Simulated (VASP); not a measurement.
# CaO (P6_3/mmc) in VASP: notebook

The runs below take CaO through single point, with PBE.

Everything below comes from runs of VASP 6.6.1. Logs are shortened: lines on timing, memory, paths and dates and some standing lists are left out, and cuts for length are marked.

**1. The cell of the first run**

Symmetry: P6_3/mmc, No. 194, hexagonal system. Conventional cell: a = 3.777 Å, b = 3.777 Å, c = 5.116 Å, α = 90.00°, β = 90.00°, γ = 120.00°. Ca (site symmetry -6m2) has 5 O at 2.18 to 2.56 Å within 2.9 Å. Within 2.9 Å of O (site symmetry -6m2) lie 5 Ca at 2.18 to 2.56 Å.

**2. Single point, PBE (15.80 Å³/atom)**

Contents of INCAR:

```
SYSTEM = CaO
ALGO = Normal ; EDIFF = 1E-6
ENCUT = 520 ; GGA = PE
ISIF = 2 ; ISMEAR = 0
LASPH = .True. ; LCHARG = .False.
LREAL = .False. ; LWAVE = .False.
NBANDS = 24 ; NELM = 60
PREC = Accurate ; SIGMA = 0.05
```

Contents of KPOINTS:

```
k-points
0
Gamma
  9 9 6
  0 0 0
```

Contents of POSCAR:

```
CaO
1.0
    3.7772348231      0.0000000000      0.0000000000
   -1.8886174115      3.2711813128      0.0000000000
    0.0000000000      0.0000000000      5.1158868444
Ca O
2 2
Direct
    0.3333333333      0.6666666667      0.7500000000
    0.6666666667      0.3333333333      0.2500000000
    0.3333333333      0.6666666667      0.2500000000
    0.6666666667      0.3333333333      0.7500000000
```

Potentials or basis: VASP PAW PBE potentials, release 64 (Ca_sv, O).

The run is started by

```console
$ cat potpaw_PBE.64/Ca_sv/POTCAR potpaw_PBE.64/O/POTCAR > POTCAR
$ mpirun -np 1 vasp_std > vasp.out
```

OUTCAR:

```text
SYSTEM = CaO
   EDIFF = 1E-6
   ENCUT = 520
   GGA = PE
   ISIF = 2
   ISMEAR = 0
   LASPH = .True.
   LREAL = .False.
   NELM = 60
   PREC = Accurate

 ion  position               nearest neighbor table
   1  0.333  0.667  0.750-   4 2.18   4 2.18   4 2.18   3 2.56   3 2.56
   2  0.667  0.333  0.250-   3 2.18   3 2.18   3 2.18   4 2.56   4 2.56
   3  0.333  0.667  0.250-   2 2.18   2 2.18   2 2.18   1 2.56   1 2.56
   4  0.667  0.333  0.750-   1 2.18   1 2.18   1 2.18   2 2.56   2 2.56

  LATTYP: Found a hexagonal cell.
 ALAT       =     3.7772348231
 C/A-ratio  =     1.3544000000

  Lattice vectors:

 A1 = (   3.7772348231,   0.0000000000,   0.0000000000)
 A2 = (  -1.8886174115,   3.2711813128,   0.0000000000)
 A3 = (   0.0000000000,   0.0000000000,   5.1158868444)

Analysis of symmetry for initial positions (statically):
=====================================================================
 Subroutine PRICEL returns:
 Original cell was already a primitive cell.

 Routine SETGRP: Setting up the symmetry group for a
 hexagonal supercell.

 Subroutine GETGRP returns: Found 24 space group operations
 (whereof 12 operations were pure point group operations)
 out of a pool of 24 trial point group operations.

The static configuration has the point symmetry D_3d.
 The point group associated with its full space group is D_6h.

Analysis of symmetry for dynamics (positions and initial velocities):
=====================================================================
 Subroutine PRICEL returns:
 Original cell was already a primitive cell.

 Routine SETGRP: Setting up the symmetry group for a
 hexagonal supercell.

 Subroutine GETGRP returns: Found 24 space group operations
 (whereof 12 operations were pure point group operations)
 out of a pool of 24 trial point group operations.

The dynamic configuration has the point symmetry D_3d.
 The point group associated with its full space group is D_6h.

 Subroutine INISYM returns: Found 24 space group operations
 (whereof 12 operations are pure point group operations),
 and found     1 'primitive' translations

----------------------------------------------------------------------------------------

                                     Primitive cell

  volume of cell :      63.2120

  direct lattice vectors                    reciprocal lattice vectors
     3.777234823  0.000000000  0.000000000     0.264743932  0.152849981  0.000000000
    -1.888617412  3.271181313  0.000000000     0.000000000  0.305699961  0.000000000
     0.000000000  0.000000000  5.115886844     0.000000000  0.000000000  0.195469531

  length of vectors
     3.777234823  3.777234823  5.115886844     0.305699961  0.305699961  0.195469531

  position of ions in fractional coordinates (direct lattice)
     0.333333333  0.666666667  0.750000000
     0.666666667  0.333333333  0.250000000
     0.333333333  0.666666667  0.250000000
     0.666666667  0.333333333  0.750000000

  ion indices of the primitive-cell ions
   primitive index   ion index
                 1           1
                 2           2
                 3           3
                 4           4

----------------------------------------------------------------------------------------

 KPOINTS: k-points

Automatic generation of k-mesh.
 Grid dimensions read from file:
 generate k-points for:    9    9    6

 Generating k-lattice:

  Cartesian coordinates                     Fractional coordinates (reciprocal lattice)
     0.029415992  0.016983331  0.000000000     0.111111111  0.000000000  0.000000000
     0.000000000  0.033966662  0.000000000     0.000000000  0.111111111  0.000000000
     0.000000000  0.000000000  0.032578255     0.000000000  0.000000000  0.166666667

  Length of vectors
     0.033966662  0.033966662  0.032578255

  Shift w.r.t. Gamma in fractional coordinates (k-lattice)
     0.000000000  0.000000000  0.000000000

 Subroutine IBZKPT returns following result:
 ===========================================

 Found     48 irreducible k-points:

 Following reciprocal coordinates:
            Coordinates               Weight
  0.000000  0.000000  0.000000      1.000000
  0.111111  0.000000  0.000000      6.000000
  0.222222  0.000000  0.000000      6.000000
  0.333333  0.000000  0.000000      6.000000
  0.444444  0.000000  0.000000      6.000000
  0.111111  0.111111  0.000000      6.000000
[... 16 lines left out ...]
  0.333333  0.222222  0.166667     24.000000
  0.333333  0.333333  0.166667      4.000000
 [... further k-points ...]
   k-points           NKPTS =     48   k-points in BZ     NKDIM =     48   number of bands    NBANDS=     24
   number of dos      NEDOS =    301   number of ions     NIONS =      4
   total plane-waves  NPLWV =  31360
   dimension x,y,z NGX =    28 NGY =   28 NGZ =   40
   dimension x,y,z NGXF=    56 NGYF=   56 NGZF=   80
   ions per type =               2   2
   NGX,Y,Z   is equivalent  to a cutoff of  12.32, 12.32, 13.00 a.u.
   NGXF,Y,Z  is equivalent  to a cutoff of  24.65, 24.65, 26.00 a.u.
 SYSTEM =  CaO
   PREC   = accura    normal or accurate (medium, high low for compatibility)
   ISTART =      0    job   : 0-new  1-cont  2-samecut
   ICHARG =      2    charge: 1-file 2-atom 10-const
   ISPIN  =      1    spin polarized calculation?
   LNONCOLLINEAR =      F non collinear calculations
   LSORBIT =      F    spin-orbit coupling
   LASPH  =      T    aspherical Exc in radial PAW
   ENCUT  =  520.0 eV  38.22 Ry    6.18 a.u.   7.02  7.02  9.51*2*pi/ulx,y,z
   NELM   =     60;   NELMIN=  2; NELMDL= -5     # of ELM steps
   EDIFF  = 0.1E-05   stopping-criterion for ELM
   LREAL  =      F    real-space projection
   EDIFFG = 0.1E-04   stopping-criterion for IOM
   NSW    =      0    number of steps for IOM
   IBRION =     -1    ionic relax: 0-MD 1-quasi-New 2-CG
   NFREE  =      0    steps in history (QN), initial steepest desc. (CG)
   ISIF   =      2    stress and relaxation
   ISYM   =      2    0-nonsym 1-usesym 2-fastsym
   POTIM  = 0.5000    time-step for ionic-motion
   TEBEG  =    0.0;   TEEND  =   0.0 temperature during run
   PSTRESS=    0.0 pullay stress
   NELECT =      32.0000    total number of electrons
   NUPDOWN=      -1.0000    fix difference up-down
   EMIN   =  10.00;   EMAX   =-10.00  energy-range for DOS
   EFERMI =   0.00;   METHOD = LEGACY
   ISMEAR =     0;   SIGMA  =   0.05  broadening in eV -4-tet -1-fermi 0-gaus
   EFERMI_NEDOS =   21; number of points for ismear=-14 and -15
   IALGO  =     38    algorithm
   IMIX   =      4    mixing-type and parameters
     AMIX     =   0.40;   BMIX     =  1.00
     AMIX_MAG =   1.60;   BMIX_MAG =  1.00
  volume/ion in A,a.u.               =      15.80       106.64
  Fermi-wavevector in a.u.,A,eV,Ry     =   1.304743  2.465607 23.161937  1.702354
  Thomas-Fermi vector in A             =   2.435658
   LORBIT       =      0    0 simple, 1 ext, 2 COOP (PROOUT), +10 PAW based schemes
   GGA     = PE    functional components
   LHFCALC =     F    Hartree Fock is set to
   AEXX    =    0.0000 exact exchange contribution
   IVDW    =     0    specifies the selected vdW correction
   LEPSILON=     F    determine dielectric tensor
   LRPA    =     F    only Hartree local field effects (RPA)
 non-spin polarized calculation
 Gauss-broadening in eV      SIGMA  =   0.05
  energy-cutoff  :      520.00
  volume of cell :       63.21
 maximum number of plane-waves:      1725
 NGX is ok and might be reduce to    28
   NGX = 13   NGY = 13   NGZ = 19

 number of electron      32.0000006 magnetization

 Free energy of the ion-electron system (eV)
  ---------------------------------------------------
  ext. energy  EPLUGINS =         0.00000000
  ---------------------------------------------------
  free energy    TOTEN  =       -25.01040842 eV

  energy without entropy =      -25.01040842  energy(sigma->0) =      -25.01040842

 E-fermi :   1.6786     XC(G=0):  -9.5999

 val. band max:        1.3816765769   @ k =   0.0000   0.0000   0.0000
 cond. band min:       4.8929378408   @ k =   0.0000   0.0000   0.0000
 fundamental gap:      3.5112612640
 Fermi energy:         1.6785604616

 k-point     1 :       0.0000    0.0000    0.0000
  band No.  band energies     occupation
      1     -35.8368      2.00000
      2     -35.7198      2.00000
      3     -17.2631      2.00000
      4     -16.8854      2.00000
      5     -16.8854      2.00000
      6     -16.7378      2.00000
[... 16 lines left out ...]
     23      10.2281      0.00000
     24      11.2069      0.00000

 k-point     2 :       0.1111    0.0000    0.0000
  band No.  band energies     occupation
      1     -35.8304      2.00000
      2     -35.7195      2.00000
      3     -17.2437      2.00000
      4     -16.9979      2.00000
      5     -16.8997      2.00000
      6     -16.8652      2.00000
[... 16 lines left out ...]
     23      10.3798      0.00000
     24      10.8080      0.00000

 k-point     3 :       0.2222    0.0000    0.0000
  band No.  band energies     occupation
      1     -35.8130      2.00000
      2     -35.7198      2.00000
      3     -17.2515      2.00000
      4     -17.1898      2.00000
      5     -17.1396      2.00000
      6     -16.9343      2.00000
[... 16 lines left out ...]
     23      10.1895      0.00000
     24      10.7445      0.00000
[... 514 lines left out ...]
 k-point    23 :       0.3333    0.2222    0.1667
  band No.  band energies     occupation
      1     -35.7589      2.00000
      2     -35.7359      2.00000
      3     -17.6850      2.00000
      4     -17.6427      2.00000
      5     -17.0716      2.00000
      6     -16.9373      2.00000
[... 16 lines left out ...]
     23      10.1618      0.00000
     24      10.6298      0.00000

 k-point    24 :       0.3333    0.3333    0.1667
  band No.  band energies     occupation
      1     -35.7457      2.00000
      2     -35.7457      2.00000
      3     -17.6821      2.00000
      4     -17.6821      2.00000
      5     -17.1067      2.00000
      6     -16.8786      2.00000
[... 16 lines left out ...]
     23       9.7598      0.00000
     24      10.6450      0.00000

 [... further k-points ...]

------------------------ aborting loop because EDIFF is reached ----------------------------------------

  FORCE on cell =-STRESS in cart. coord.  units (eV):
  Direction    XX          YY          ZZ          XY          YZ          ZX
  --------------------------------------------------------------------------------------
  -------------------------------------------------------------------------------------
  Total        5.3592937      5.3592937     -1.2590235      0.0000000     -0.0000000      0.0000000
  in kB      135.8371654    135.8371654    -31.9113284      0.0000000     -0.0000000      0.0000000
  external PRESSURE =      79.9210008 kB  Pullay stress =       0.0000000 kB

 VOLUME and BASIS-vectors are now :
 -----------------------------------------------------------------------------
  energy-cutoff  :      520.00
  volume of cell :       63.21
      direct lattice vectors                 reciprocal lattice vectors
     3.777234823  0.000000000  0.000000000     0.264743932  0.152849981  0.000000000
    -1.888617412  3.271181313  0.000000000     0.000000000  0.305699961  0.000000000
     0.000000000  0.000000000  5.115886844     0.000000000  0.000000000  0.195469531

 POSITION                                       TOTAL-FORCE (eV/Angst)
 -----------------------------------------------------------------------------------
     -0.00000      2.18079      3.83692         0.000000      0.000000      0.000000
      1.88862      1.09039      1.27897        -0.000000     -0.000000      0.000000
     -0.00000      2.18079      1.27897         0.000000     -0.000000      0.000000
      1.88862      1.09039      3.83692        -0.000000      0.000000      0.000000
 -----------------------------------------------------------------------------------
    total drift:                                0.000000     -0.000000      0.000000

  FREE ENERGIE OF THE ION-ELECTRON SYSTEM (eV)
  ---------------------------------------------------
  free  energy   TOTEN  =       -25.0104084175 eV

  energy  without entropy=      -25.0104084175  energy(sigma->0) =      -25.01040842
```

Run time: 87 s. Hardware: 1 thread of Intel Xeon 8259CL, shared host; peak memory 0.18 GiB.

Results:

```yaml
Free_energy: -25.0104 eV
Pressure: 8.0 GPa
Band_gap_on_the_k_mesh: 3.51 eV
```

Caveat: the stress differs along the axes, from -3 to 14 GPa. A k mesh can miss the band edges.

(Part 1 of 2 ends here.)
